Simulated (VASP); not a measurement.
# Cs9Cl8 (a cell with a defect) in VASP: single point with PBE

Aim: the single point of Cs9Cl8 (a cell with a defect) with PBE.

Everything below comes from runs of VASP 6.6.1. Logs are shortened: lines on timing, memory, paths and dates and some standing lists are left out, and cuts for length are marked.

## Step 1: The cell of the first run

The cell holds a defect, 17 atoms: a = 8.406 Å, b = 9.398 Å, c = 9.398 Å, α = 78.46°, β = 63.43°, γ = 63.43°.

## Step 2: Single point, PBE, collinear spin (with an interstitial atom, then relaxed in part)

File INCAR:

```
SYSTEM = Cs9Cl8
PREC = Accurate
ENCUT = 400
EDIFF = 1E-6
ISMEAR = 0
SIGMA = 0.02
LREAL = .FALSE.
LASPH = .TRUE.
NELM = 200
ALGO = Normal
ISIF = 2
LWAVE = .FALSE.
LCHARG = .FALSE.
ISPIN = 2
MAGMOM = 0 0 0 0 0 0 0 0 1 0 0 0 0 0 0 0 0
LORBIT = 11
GGA = PE
NBANDS = 86
GGA_COMPAT = .FALSE.
```

File KPOINTS:

```
Automatic mesh
0
G
  2 2 2
  0 0 0
```

File POSCAR:

```
Cs9Cl8
1.0
   -8.4058578263      0.0000000000      0.0000000000
   -4.2029289131      8.4058578263      0.0000000000
   -4.2029289131      0.0000000000     -8.4058578263
Cs Cl
9 8
Direct
    0.0153126760      0.0082540494      0.1050415140
    0.7327578293      0.5077055967      0.0137771800
    0.0079900528      0.4888159659      0.5139286461
    0.6042043896      0.0081573275     -0.0757574606
    0.6614597453      0.0071071328      0.5138969150
    0.2325245721      0.5083789709      0.0136596953
    0.4889515648      0.5263955875      0.5137723683
    0.3081105053      0.0079259950      0.3153485549
    0.1073824440      0.0077318445      0.7150866429
    0.5171100790      0.2527746551      0.2352113854
    0.2475146248      0.7052252115      0.2759847403
    0.4820174807      0.7634112809      0.7939066803
   -0.0548026716      0.3111513224      0.2756478266
    0.2380002532      0.2524446273      0.7932336584
    0.7619338929      0.7632560477      0.2344070963
    0.0083786394      0.7056116222      0.7516812924
    0.7063991516      0.3103134192      0.7517007344
```

Potentials or basis: VASP PAW PBE potentials, release 64 (Cs_sv, Cl).

Launch:

```bash
$ cat potpaw_PBE.64/Cs_sv/POTCAR potpaw_PBE.64/Cl/POTCAR > POTCAR
$ mpirun -np 1 vasp_std > vasp.out
```

OUTCAR:

```text
SYSTEM = Cs9Cl8
   PREC = Accurate
   ENCUT = 400
   EDIFF = 1E-6
   ISMEAR = 0
   LREAL = .FALSE.
   LASPH = .TRUE.
   NELM = 200
   ISIF = 2
   ISPIN = 2
   LORBIT = 11
   GGA = PE

 ion  position               nearest neighbor table
   1  0.015  0.008  0.105-
   2  0.733  0.508  0.014-
   3  0.008  0.489  0.514-
   4  0.604  0.008  0.924-
   5  0.661  0.007  0.514-
   6  0.233  0.508  0.014-
[... 9 lines left out ...]
  16  0.008  0.706  0.752-
  17  0.706  0.310  0.752-

  LATTYP: Found a body centered tetragonal cell.
 ALAT       =    11.8876781413
 C/A-ratio  =     0.7071067812

  Lattice vectors:

 A1 = (   4.2029289132,   8.4058578263,   0.0000000000)
 A2 = (   4.2029289131,  -8.4058578263,   0.0000000000)
 A3 = (  -4.2029289131,   0.0000000000,  -8.4058578263)

Analysis of symmetry for initial positions (statically):
=====================================================================
 Subroutine PRICEL returns:
 Original cell was already a primitive cell.

 Routine SETGRP: Setting up the symmetry group for a
 body centered tetragonal supercell.

 Subroutine GETGRP returns: Found  1 space group operations
 (whereof  1 operations were pure point group operations)
 out of a pool of 16 trial point group operations.

The static configuration has the point symmetry C_1 .

Analysis of symmetry for dynamics (positions and initial velocities):
=====================================================================
 Subroutine PRICEL returns:
 Original cell was already a primitive cell.

 Routine SETGRP: Setting up the symmetry group for a
 body centered tetragonal supercell.

 Subroutine GETGRP returns: Found  1 space group operations
 (whereof  1 operations were pure point group operations)
 out of a pool of 16 trial point group operations.

The dynamic configuration has the point symmetry C_1 .

Analysis of structural, dynamic, and magnetic symmetry:
=====================================================================
 Subroutine PRICEL returns:
 Original cell was already a primitive cell.

 Routine SETGRP: Setting up the symmetry group for a
 body centered tetragonal supercell.

 Subroutine GETGRP returns: Found  1 space group operations
 (whereof  1 operations were pure point group operations)
 out of a pool of 16 trial point group operations.

The overall configuration has the point symmetry C_1 .

 Subroutine INISYM returns: Found  1 space group operations
 (whereof  1 operations are pure point group operations),
 and found     1 'primitive' translations

----------------------------------------------------------------------------------------

                                     Primitive cell

  volume of cell :     593.9448

  direct lattice vectors                    reciprocal lattice vectors
    -8.405857826  0.000000000  0.000000000    -0.118964658 -0.059482329  0.059482329
    -4.202928913  8.405857826  0.000000000     0.000000000  0.118964658  0.000000000
    -4.202928913  0.000000000 -8.405857826     0.000000000  0.000000000 -0.118964658

  length of vectors
     8.405857826  9.398034754  9.398034754     0.145701355  0.118964658  0.118964658

  position of ions in fractional coordinates (direct lattice)
     0.015312676  0.008254049  0.105041514
     0.732757829  0.507705597  0.013777180
     0.007990053  0.488815966  0.513928646
     0.604204390  0.008157328  0.924242539
     0.661459745  0.007107133  0.513896915
     0.232524572  0.508378971  0.013659695
[... 9 lines left out ...]
     0.008378639  0.705611622  0.751681292
     0.706399152  0.310313419  0.751700734

  ion indices of the primitive-cell ions
   primitive index   ion index
                 1           1
                 2           2
                 3           3
                 4           4
                 5           5
[... 44 lines left out ...]
  0.500000  0.500000  0.500000      1.000000
  0.500000  0.000000  0.500000      1.000000
  0.000000  0.500000  0.000000      1.000000
  0.000000  0.000000  0.500000      1.000000
  0.000000  0.500000  0.500000      1.000000
   k-points           NKPTS =      8   k-points in BZ     NKDIM =      8   number of bands    NBANDS=     86
   number of dos      NEDOS =    301   number of ions     NIONS =     17
   total plane-waves  NPLWV = 229376
   dimension x,y,z NGX =    56 NGY =   64 NGZ =   64
   dimension x,y,z NGXF=   112 NGYF=  128 NGZF=  128
   ions per type =               9   8
   NGX,Y,Z   is equivalent  to a cutoff of  11.08, 11.32, 11.32 a.u.
   NGXF,Y,Z  is equivalent  to a cutoff of  22.15, 22.64, 22.64 a.u.
 SYSTEM =  Cs9Cl8
   PREC   = accura    normal or accurate (medium, high low for compatibility)
   ISTART =      0    job   : 0-new  1-cont  2-samecut
   ICHARG =      2    charge: 1-file 2-atom 10-const
   ISPIN  =      2    spin polarized calculation?
   LNONCOLLINEAR =      F non collinear calculations
   LSORBIT =      F    spin-orbit coupling
   LASPH  =      T    aspherical Exc in radial PAW
   ENCUT  =  400.0 eV  29.40 Ry    5.42 a.u.  13.71 15.33 15.33*2*pi/ulx,y,z
   NELM   =    200;   NELMIN=  2; NELMDL= -5     # of ELM steps
   EDIFF  = 0.1E-05   stopping-criterion for ELM
   LREAL  =      F    real-space projection
   EDIFFG = 0.1E-04   stopping-criterion for IOM
   NSW    =      0    number of steps for IOM
   IBRION =     -1    ionic relax: 0-MD 1-quasi-New 2-CG
   NFREE  =      0    steps in history (QN), initial steepest desc. (CG)
   ISIF   =      2    stress and relaxation
   ISYM   =      2    0-nonsym 1-usesym 2-fastsym
   POTIM  = 0.5000    time-step for ionic-motion
   TEBEG  =    0.0;   TEEND  =   0.0 temperature during run
   PSTRESS=    0.0 pullay stress
   NELECT =     137.0000    total number of electrons
   NUPDOWN=      -1.0000    fix difference up-down
   EMIN   =  10.00;   EMAX   =-10.00  energy-range for DOS
   EFERMI =   0.00;   METHOD = LEGACY
   ISMEAR =     0;   SIGMA  =   0.02  broadening in eV -4-tet -1-fermi 0-gaus
   EFERMI_NEDOS =   21; number of points for ismear=-14 and -15
   IALGO  =     38    algorithm
   IMIX   =      4    mixing-type and parameters
     AMIX     =   0.40;   BMIX     =  1.00
     AMIX_MAG =   1.60;   BMIX_MAG =  1.00
  volume/ion in A,a.u.               =      34.94       235.77
  Fermi-wavevector in a.u.,A,eV,Ry     =   1.003998  1.897282 13.714844  1.008013
  Thomas-Fermi vector in A             =   2.136586
   LORBIT       =     11    0 simple, 1 ext, 2 COOP (PROOUT), +10 PAW based schemes
   GGA     = PE    functional components
   LHFCALC =     F    Hartree Fock is set to
   AEXX    =    0.0000 exact exchange contribution
   IVDW    =     0    specifies the selected vdW correction
   LEPSILON=     F    determine dielectric tensor
   LRPA    =     F    only Hartree local field effects (RPA)
 spin polarized calculation
 Gauss-broadening in eV      SIGMA  =   0.02
  energy-cutoff  :      400.00
  volume of cell :      593.94
 maximum number of plane-waves:     10821
 NGX is ok and might be reduce to    56
   NGX = 27   NGY = 31   NGZ = 31

 number of electron     136.9999992 magnetization       0.5004419

 Free energy of the ion-electron system (eV)
  ---------------------------------------------------
  ext. energy  EPLUGINS =         0.00000000
  ---------------------------------------------------
  free energy    TOTEN  =       -49.76100407 eV

  energy without entropy =      -49.76099400  energy(sigma->0) =      -49.76099903

 E-fermi :   4.8593     XC(G=0):  -8.3158

 val. band max:        4.8148065138   @ k =   0.0000   0.5000   0.0000
 cond. band min:       4.9037348464   @ k =   0.0000   0.0000   0.0000
 fundamental gap:      0.0889283326
 Fermi energy:         4.8592706788

 spin component 1

 k-point     1 :       0.0000    0.0000    0.0000
  band No.  band energies     occupation
      1     -19.9089      1.00000
      2     -19.7008      1.00000
      3     -19.6336      1.00000
      4     -19.5382      1.00000
      5     -19.4663      1.00000
      6     -19.3202      1.00000
[... 653 lines left out ...]
     79       6.3418      0.00000
     80       6.3544      0.00000
 Fermi energy:         4.8592706788

 spin component 2

 k-point     1 :       0.0000    0.0000    0.0000
  band No.  band energies     occupation
      1     -19.8907      1.00000
      2     -19.6926      1.00000
      3     -19.6162      1.00000
      4     -19.5244      1.00000
      5     -19.4448      1.00000
      6     -19.3196      1.00000
[... 653 lines left out ...]
     79       6.3912      0.00000
     80       6.3931      0.00000
 [bands above 80 left out]

------------------------ aborting loop because EDIFF is reached ----------------------------------------

  FORCE on cell =-STRESS in cart. coord.  units (eV):
  Direction    XX          YY          ZZ          XY          YZ          ZX
  --------------------------------------------------------------------------------------
  -------------------------------------------------------------------------------------
  Total       10.1231816     11.0026340     17.1207910     -0.0137539      0.0075282      0.0339583
  in kB       27.3074716     29.6798108     46.1836537     -0.0371015      0.0203075      0.0916032
  external PRESSURE =      34.3903121 kB  Pullay stress =       0.0000000 kB

 VOLUME and BASIS-vectors are now :
 -----------------------------------------------------------------------------
  energy-cutoff  :      400.00
  volume of cell :      593.94
      direct lattice vectors                 reciprocal lattice vectors
    -8.405857826  0.000000000  0.000000000    -0.118964658 -0.059482329  0.059482329
    -4.202928913  8.405857826  0.000000000     0.000000000  0.118964658  0.000000000
    -4.202928913  0.000000000 -8.405857826     0.000000000  0.000000000 -0.118964658

 POSITION                                       TOTAL-FORCE (eV/Angst)
 -----------------------------------------------------------------------------------
     -0.60489      0.06938     -0.88296         0.002104      0.000727      0.002636
     -8.35121      4.26770     -0.11581        -0.000294      0.000824     -0.000307
     -4.28163      4.10892     -4.32001         0.001011     -0.001256     -0.000140
     -8.99767      0.06857     -7.76905        -0.003610     -0.000125     -0.003890
     -7.74988      0.05974     -4.31974        -0.015210      0.000786     -0.012591
     -4.14866      4.27336     -0.11482        -0.001115     -0.001493      0.000079
[... 9 lines left out ...]
     -6.19533      5.93127     -6.31853         0.000947     -0.009253     -0.000675
    -10.40146      2.60845     -6.31869         0.001828      0.009660     -0.002089
 -----------------------------------------------------------------------------------
    total drift:                                0.000453      0.000113      0.000035

  FREE ENERGIE OF THE ION-ELECTRON SYSTEM (eV)
  ---------------------------------------------------
  free  energy   TOTEN  =       -49.7610040669 eV

  energy  without entropy=      -49.7609940023  energy(sigma->0) =      -49.76099903

 total charge

# of ion       s       p       d       tot
------------------------------------------
    1        1.848   4.697   0.061   6.607
    2        1.845   4.713   0.035   6.593
    3        1.845   4.711   0.035   6.591
    4        1.848   4.698   0.060   6.606
    5        1.849   4.688   0.055   6.591
    6        1.845   4.713   0.035   6.593
[... 9 lines left out ...]
   16        1.594   3.565   0.000   5.159
   17        1.594   3.565   0.000   5.159
--------------------------------------------------
tot         29.376  70.764   0.503 100.643

 magnetization (x)

# of ion       s       p       d       tot
------------------------------------------
    1       -0.000   0.000   0.007   0.007
    2       -0.000   0.000   0.000   0.000
    3       -0.000   0.000   0.001   0.001
    4       -0.000   0.000   0.007   0.007
    5        0.004  -0.004   0.017   0.017
    6       -0.000   0.000   0.000   0.000
[... 9 lines left out ...]
   16       -0.000   0.001   0.000   0.001
   17       -0.000   0.002   0.000   0.001
--------------------------------------------------
tot          0.002   0.006   0.093   0.101
```

Run time: 9.9 min. Hardware: 1 thread of Intel Xeon 6975P-C (Granite Rapids), shared host; peak memory 0.86 GiB.

Results:

| Quantity | Value |
| --- | --- |
| Free energy | -49.7610 eV |
| Pressure | 3.4 GPa |
| Largest force | 0.020 eV/Å |
| Net moment | 0.50 μB per cell |
| Site moments | Cs +0.01, +0.00, +0.02, +0.03 (each value once); Cl +0.00 μB |
| Valence electrons inside the program's atomic spheres | Cs 6.61, 6.59, 6.63 (each value once); Cl 5.14, 5.16 (each value once) |

Forces on the atoms (eV/Å):
```
Cs   0.002  0.001  0.003
Cs   0.000  0.001  0.000
Cs   0.001 -0.001  0.000
Cs  -0.004  0.000 -0.004
Cs  -0.015  0.001 -0.013
Cs  -0.001 -0.001  0.000
Cs   0.003  0.002 -0.002
Cs   0.012  0.001 -0.004
Cs   0.003  0.000  0.015
Cl  -0.003  0.007  0.002
Cl   0.004 -0.005  0.001
Cl  -0.002 -0.012  0.002
Cl   0.003  0.002  0.001
Cl  -0.002  0.011  0.001
Cl  -0.004 -0.007  0.001
Cl   0.001 -0.009 -0.001
Cl   0.002  0.010 -0.002
```

Levels at points of the mesh, in eV from the Fermi level:
Spin up:
| k point | band 65 | band 66 | band 67 | band 68 | band 69 | band 70 | band 71 | band 72 | band 73 | band 74 |
| --- | --- | --- | --- | --- | --- | --- | --- | --- | --- | --- |
| (0.00, 0.00, 0.00) | -5.16 | -5.12 | -5.12 | -4.99 | -0.58 | 0.04 | 0.31 | 0.50 | 0.89 | 0.92 |
| (0.50, 0.00, 0.00) | -5.22 | -5.19 | -5.11 | -5.06 | -0.27 | 0.38 | 0.42 | 0.80 | 1.12 | 1.14 |
| (0.50, 0.50, 0.00) | -5.22 | -5.19 | -5.11 | -5.06 | -0.27 | 0.38 | 0.42 | 0.80 | 1.12 | 1.14 |
| (0.50, 0.50, 0.50) | -5.22 | -5.19 | -5.11 | -5.06 | -0.27 | 0.38 | 0.42 | 0.79 | 1.12 | 1.13 |
| (0.50, 0.00, 0.50) | -5.22 | -5.19 | -5.11 | -5.06 | -0.27 | 0.38 | 0.42 | 0.79 | 1.12 | 1.13 |
| (0.00, 0.50, 0.00) | -5.26 | -5.24 | -5.14 | -5.10 | -0.37 | 0.17 | 0.49 | 0.84 | 1.07 | 1.11 |
| (0.00, 0.00, 0.50) | -5.19 | -5.12 | -5.09 | -5.01 | 0.14 | 0.15 | 0.40 | 0.48 | 0.71 | 0.92 |
| (0.00, 0.50, 0.50) | -5.25 | -5.24 | -5.23 | -5.16 | 0.25 | 0.38 | 0.45 | 0.53 | 0.77 | 1.15 |
Spin down:
```tsv
k point	band 65	band 66	band 67	band 68	band 69	band 70	band 71	band 72
(0.00, 0.00, 0.00)	-5.16	-5.12	-5.12	-4.99	-0.34	0.29	0.36	0.58
(0.50, 0.00, 0.00)	-5.22	-5.18	-5.11	-5.05	0.11	0.46	0.56	0.88
(0.50, 0.50, 0.00)	-5.22	-5.18	-5.11	-5.05	0.11	0.46	0.56	0.88
(0.50, 0.50, 0.50)	-5.22	-5.18	-5.11	-5.06	0.12	0.46	0.56	0.88
(0.50, 0.00, 0.50)	-5.22	-5.18	-5.11	-5.06	0.12	0.46	0.56	0.88
(0.00, 0.50, 0.00)	-5.25	-5.24	-5.14	-5.10	-0.04	0.45	0.56	0.85
(0.00, 0.00, 0.50)	-5.18	-5.12	-5.09	-5.01	0.21	0.35	0.61	0.62
(0.00, 0.50, 0.50)	-5.25	-5.24	-5.23	-5.16	0.46	0.47	0.68	0.83
```

Caveat: the k points lie up to 0.46 Å⁻¹ apart; the cell differs from its parent crystal (with an interstitial atom, then relaxed in part); spin-orbit coupling is left out, which moves the levels of the heavy elements.
